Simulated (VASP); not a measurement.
# Ba (P6/mmm) in VASP: further runs

Ba is run at these levels: revPBE; tasks: single point.

Everything below comes from runs of VASP 6.6.1. Logs are shortened: lines on timing, memory, paths and dates and some standing lists are left out, and cuts for length are marked.

## Step 1: The cell of the first run

It takes space group P6/mmm (No. 191, hexagonal). The conventional cell has a = 7.254 Å, b = 7.254 Å, c = 4.309 Å, α = 90.00°, β = 90.00°, γ = 120.00°. Within 5.7 Å of Ba (site symmetry 6/mmm) lie 14 Ba at 4.31 to 4.71 Å. Ba (site symmetry -6m2) has 11 Ba at 4.19 to 4.71 Å within 5.5 Å.

## Step 2: Single point, revPBE (volume scaled by 0.96)

File INCAR:

```
SYSTEM = Ba
  ALGO = Normal
  EDIFF = 1E-7
  ENCUT = 520
  GGA = RE
  ISIF = 2
  ISMEAR = -1
  LASPH = .True.
  LCHARG = .False.
  LREAL = .False.
  LWAVE = .False.
  NBANDS = 22
  NELM = 60
  PREC = Accurate
  SIGMA = 0.1
```

File KPOINTS:

```
k-points
0
Gamma
  6 6 8
  0 0 0
```

File POSCAR:

```
Ba
1.0
    7.2536482036      0.0000000000      0.0000000000
   -3.6268241018      6.2818436145      0.0000000000
    0.0000000000      0.0000000000      4.3090674311
Ba
3
Direct
    0.0000000000      0.0000000000      0.0000000000
    0.3333333333      0.6666666667      0.5000000000
    0.6666666667      0.3333333333      0.5000000000
```

Potentials or basis: VASP PAW PBE potentials, release 64 (Ba_sv).

Command:

```bash
$ cat potpaw_PBE.64/Ba_sv/POTCAR > POTCAR
$ mpirun -np 1 vasp_std > vasp.out
```

OUTCAR:

```text
SYSTEM = Ba
   EDIFF = 1E-7
   ENCUT = 520
   GGA = RE
   ISIF = 2
   ISMEAR = -1
   LASPH = .True.
   LREAL = .False.
   NELM = 60
   PREC = Accurate

 ion  position               nearest neighbor table
   1  0.000  0.000  0.000-   2 4.71   3 4.71   2 4.71   3 4.71   3 4.71   3 4.71   2 4.71   2 4.71
                             3 4.71   3 4.71   2 4.71   2 4.71
   2  0.333  0.667  0.500-   3 4.19   3 4.19   3 4.19   1 4.71   1 4.71   1 4.71   1 4.71   1 4.71
                             1 4.71
   3  0.667  0.333  0.500-   2 4.19   2 4.19   2 4.19   1 4.71   1 4.71   1 4.71   1 4.71   1 4.71
                             1 4.71

  LATTYP: Found a hexagonal cell.
 ALAT       =     7.2536482036
 C/A-ratio  =     0.5940551996

  Lattice vectors:

 A1 = (   7.2536482036,   0.0000000000,   0.0000000000)
 A2 = (  -3.6268241018,   6.2818436145,   0.0000000000)
 A3 = (   0.0000000000,   0.0000000000,   4.3090674311)

Analysis of symmetry for initial positions (statically):
=====================================================================
 Subroutine PRICEL returns:
 Original cell was already a primitive cell.

 Routine SETGRP: Setting up the symmetry group for a
 hexagonal supercell.

 Subroutine GETGRP returns: Found 24 space group operations
 (whereof 24 operations were pure point group operations)
 out of a pool of 24 trial point group operations.

The static configuration has the point symmetry D_6h.

Analysis of symmetry for dynamics (positions and initial velocities):
=====================================================================
 Subroutine PRICEL returns:
 Original cell was already a primitive cell.

 Routine SETGRP: Setting up the symmetry group for a
 hexagonal supercell.

 Subroutine GETGRP returns: Found 24 space group operations
 (whereof 24 operations were pure point group operations)
 out of a pool of 24 trial point group operations.

The dynamic configuration has the point symmetry D_6h.

 Subroutine INISYM returns: Found 24 space group operations
 (whereof 24 operations are pure point group operations),
 and found     1 'primitive' translations

----------------------------------------------------------------------------------------

                                     Primitive cell

  volume of cell :     196.3482

  direct lattice vectors                    reciprocal lattice vectors
     7.253648204  0.000000000  0.000000000     0.137861662  0.079594468  0.000000000
    -3.626824102  6.281843614  0.000000000     0.000000000  0.159188936  0.000000000
[... 80 lines left out ...]
   ICHARG =      2    charge: 1-file 2-atom 10-const
   ISPIN  =      1    spin polarized calculation?
   LNONCOLLINEAR =      F non collinear calculations
   LSORBIT =      F    spin-orbit coupling
   LASPH  =      T    aspherical Exc in radial PAW
   ENCUT  =  520.0 eV  38.22 Ry    6.18 a.u.  13.49 13.49  8.01*2*pi/ulx,y,z
   NELM   =     60;   NELMIN=  2; NELMDL= -5     # of ELM steps
   EDIFF  = 0.1E-06   stopping-criterion for ELM
   LREAL  =      F    real-space projection
   EDIFFG = 0.1E-05   stopping-criterion for IOM
   NSW    =      0    number of steps for IOM
   IBRION =     -1    ionic relax: 0-MD 1-quasi-New 2-CG
   NFREE  =      0    steps in history (QN), initial steepest desc. (CG)
   ISIF   =      2    stress and relaxation
   ISYM   =      2    0-nonsym 1-usesym 2-fastsym
   POTIM  = 0.5000    time-step for ionic-motion
   TEBEG  =    0.0;   TEEND  =   0.0 temperature during run
   PSTRESS=    0.0 pullay stress
   NELECT =      30.0000    total number of electrons
   NUPDOWN=      -1.0000    fix difference up-down
   EMIN   =  10.00;   EMAX   =-10.00  energy-range for DOS
   EFERMI =   0.00;   METHOD = LEGACY
   ISMEAR =    -1;   SIGMA  =   0.10  broadening in eV -4-tet -1-fermi 0-gaus
   EFERMI_NEDOS =   21; number of points for ismear=-14 and -15
   IALGO  =     38    algorithm
   IMIX   =      4    mixing-type and parameters
     AMIX     =   0.40;   BMIX     =  1.00
     AMIX_MAG =   1.60;   BMIX_MAG =  1.00
  volume/ion in A,a.u.               =      65.45       441.67
  Fermi-wavevector in a.u.,A,eV,Ry     =   0.875198  1.653884 10.421674  0.765971
  Thomas-Fermi vector in A             =   1.994835
   LORBIT       =      0    0 simple, 1 ext, 2 COOP (PROOUT), +10 PAW based schemes
   GGA     = RE    functional components
   LHFCALC =     F    Hartree Fock is set to
   AEXX    =    0.0000 exact exchange contribution
   IVDW    =     0    specifies the selected vdW correction
   LEPSILON=     F    determine dielectric tensor
   LRPA    =     F    only Hartree local field effects (RPA)
 non-spin polarized calculation
  energy-cutoff  :      520.00
  volume of cell :      196.35
 maximum number of plane-waves:      5324
 NGX is ok and might be reduce to    54
   NGX = 27   NGY = 27   NGZ = 17

 number of electron      30.0000001 magnetization

 Free energy of the ion-electron system (eV)
  ---------------------------------------------------
  ext. energy  EPLUGINS =         0.00000000
  ---------------------------------------------------
  free energy    TOTEN  =        -5.07896643 eV

  energy without entropy =       -4.89380837  energy(sigma->0) =       -4.98638740

 E-fermi :   1.6236     XC(G=0):  -7.2019

 val. band max:        1.6215312395   @ k =   0.1667  -0.0000   0.5000
 cond. band min:       1.6344166460   @ k =   0.1667   0.1667   0.5000
 fundamental gap:      0.0128854066
 Fermi energy:         1.6235668193

 k-point     1 :       0.0000    0.0000    0.0000
  band No.  band energies     occupation
      1     -27.4078      2.00000
      2     -27.3621      2.00000
      3     -27.2946      2.00000
      4     -12.7293      2.00000
      5     -12.7293      2.00000
      6     -12.5610      2.00000
[... 589 lines left out ...]
     21       3.4099      0.00000
     22       3.4304      0.00000

 [... further k-points ...]
[... 5 lines left out ...]
  --------------------------------------------------------------------------------------
  -------------------------------------------------------------------------------------
  Total        0.4442544      0.4442544      0.4450625      0.0000000      0.0000000     -0.0000000
  in kB        3.6250617      3.6250617      3.6316561      0.0000000      0.0000000     -0.0000000
  external PRESSURE =       3.6272598 kB  Pullay stress =       0.0000000 kB

 VOLUME and BASIS-vectors are now :
 -----------------------------------------------------------------------------
  energy-cutoff  :      520.00
  volume of cell :      196.35
      direct lattice vectors                 reciprocal lattice vectors
     7.253648204  0.000000000  0.000000000     0.137861662  0.079594468  0.000000000
    -3.626824102  6.281843614  0.000000000     0.000000000  0.159188936  0.000000000
     0.000000000  0.000000000  4.309067431     0.000000000  0.000000000  0.232068775

 POSITION                                       TOTAL-FORCE (eV/Angst)
 -----------------------------------------------------------------------------------
      0.00000      0.00000      0.00000        -0.000000      0.000000      0.000000
     -0.00000      4.18790      2.15453         0.000000     -0.000000      0.000000
      3.62682      2.09395      2.15453         0.000000      0.000000     -0.000000
 -----------------------------------------------------------------------------------
    total drift:                                0.000000      0.000000      0.000000

  FREE ENERGIE OF THE ION-ELECTRON SYSTEM (eV)
  ---------------------------------------------------
  free  energy   TOTEN  =        -5.0789664275 eV

  energy  without entropy=       -4.8938083675  energy(sigma->0) =       -4.98638740
```

Run time: 2.1 min. Hardware: 1 thread of Intel Xeon Platinum 8488C (Sapphire Rapids), shared host; peak memory 0.35 GiB.

Results:

| Item | Value |
| --- | --- |
| Free energy | -5.0790 eV |
| Pressure | 0.4 GPa |
| Band gap on the k mesh | zero (band 15 reaches 2.05 eV, above the bottom of band 16 at 1.44 eV) |

Caveat: the cell differs from its parent crystal (volume scaled by 0.96); the PAW data sets were made with another functional, which shifts forces and pressure a little; spin-orbit coupling is left out, which moves the levels of the heavy elements.

## Step 3: Single point, revPBE

This run uses another cell than the first one, of 68.18 Å³/atom, 1.042 times its volume.

File INCAR:

```
SYSTEM = Ba
PREC = Accurate
ENCUT = 520
EDIFF = 1E-6
ISMEAR = -1
SIGMA = 0.1
LREAL = .FALSE.
LASPH = .TRUE.
NELM = 60
ALGO = Normal
ISIF = 2
LWAVE = .FALSE.
LCHARG = .TRUE.
GGA = RE
LELF = .TRUE.
LVHAR = .TRUE.
NBANDS = 22
```

File KPOINTS:

```
Automatic mesh
0
G
  6 6 8
  0 0 0
```

File POSCAR:

```
Ba
1.0
    7.3530255965      0.0000000000      0.0000000000
   -3.6765127982      6.3679069613      0.0000000000
    0.0000000000      0.0000000000      4.3681030881
Ba
3
Direct
    0.0000000000      0.0000000000      0.0000000000
    0.3333333333      0.6666666667      0.5000000000
    0.6666666667      0.3333333333      0.5000000000
```

Potentials or basis: VASP PAW PBE potentials, release 64 (Ba_sv).

Command:

```bash
$ cat potpaw_PBE.64/Ba_sv/POTCAR > POTCAR
$ mpirun -np 1 vasp_std > vasp.out
```

It took 97 s on 1 thread of Intel Xeon Platinum 8488C (Sapphire Rapids), shared host; peak memory 0.37 GiB.

It converged, with:

```
Free energy            : -5.0889 eV
Pressure               : 0.0 GPa
Band gap on the k mesh : zero (band 15 reaches 1.89 eV, above the bottom of band 16 at 1.26 eV)
```

Levels at points of the mesh, in eV from the Fermi level:
```tsv
k point	band 11	band 12	band 13	band 14	band 15	band 16	band 17	band 18	band 19	band 20
(0.00, 0.00, 0.00)	-14.07	-14.04	-2.71	-0.27	0.39	0.39	0.44	0.44	0.54	1.42
(0.50, 0.00, 0.00)	-14.10	-14.06	-1.54	-1.48	-0.85	0.66	0.75	0.79	0.95	0.98
(0.00, 0.00, 0.50)	-14.13	-14.13	-0.73	-0.30	-0.30	-0.24	-0.04	-0.04	1.44	1.44
(0.50, 0.00, 0.50)	-14.11	-14.11	-0.64	-0.57	-0.14	0.21	0.39	0.54	0.94	1.28
```

Caveat: the PAW data sets were made with another functional, which shifts forces and pressure a little; spin-orbit coupling is left out, which moves the levels of the heavy elements.

(Continued in part 2 of 2.)
